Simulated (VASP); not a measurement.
Here is a VASP 6.6.1 calculation.

Contents of INCAR:

```
ALGO     = Fast           # electronic algorithm
EDIFF    = 1E-6           # SCF threshold, eV
ENCUT    = 520            # plane-wave cutoff, eV
GGA      = PS             # functional
ISIF     = 2              # what is computed and relaxed
ISMEAR   = 0              # smearing method
LASPH    = True           # aspherical terms in the spheres
LCHARG   = False          # write CHGCAR
LREAL    = False          # projectors in reciprocal space
LWAVE    = False          # write WAVECAR
NBANDS   = 11             # bands
NELM     = 100            # most SCF steps
PREC     = Accurate       # precision mode
SIGMA    = 0.15           # smearing width, eV
```

File KPOINTS:

```
k-points
0
Gamma
  14 14 14
```

POSCAR

```
Ba
1.0
   -0.7358745488      2.6345432320      2.6345432320
    2.6345432320     -0.7358745488      2.6345432320
    2.6345432320      2.6345432320     -0.7358745488
Ba
1
Direct
    0.0000000000      0.0000000000      0.0000000000
```

Potentials or basis: VASP PAW PBE potentials, release 64 (Ba_sv).

Run with:

```sh
$ cat potpaw_PBE.64/Ba_sv/POTCAR > POTCAR
$ mpirun -np 1 vasp_std > vasp.out
```

Question: Predict the band gap on the k mesh.

Answer: Zero (bands 5 and 6 overlap by 0.24 eV).

Question: What does it give for the pressure?

Answer: 1.5 GPa.

Stress tensor (GPa, compression positive):
```
1.54 0.64 0.64
0.64 1.54 0.64
0.64 0.64 1.54
```

Caveat: the PAW data sets were made with another functional, which shifts forces and pressure a little; spin-orbit coupling is left out, which moves the levels of the heavy elements.
